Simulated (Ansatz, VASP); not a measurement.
# Pt in VASP and in Ansatz

```
Pt
1.0
     0.00000    1.96632    1.96632
     1.96632    0.00000    1.96632
     1.96632    1.96632    0.00000
Pt
1
Direct
  0.00000 0.00000 0.00000
```

Alike in both runs: functional PBE; dispersion D4; k mesh 13 × 13 × 13; no spin polarisation.

Ansatz relaxed the structure, and its values are those at the end. VASP's run is a single point on that final structure, the one shown.

|  | VASP | Ansatz |
| --- | --- | --- |
| version | VASP 6.6.1 | Ansatz 0.2.0 |
| potentials or method | VASP PAW PBE potentials, release 64 (Pt) | plane waves, PAW |
| plane-wave cutoff (eV) | 520 | 420 |
| occupations | methfessel-paxton of order 1, width 0.1 eV | cold |
| valence electrons in the cell | 10 | 18 |

```csv
,VASP,Ansatz,Ansatz less VASP
pressure (GPa),-0.5,0.0,+0.54
```

VASP's potentials hold 10 valence electrons a cell and Ansatz's 18, so a difference there can come from the potentials and not from the codes. Ansatz's warnings: stress scf threshold loose.

Neither program's run includes spin-orbit coupling.
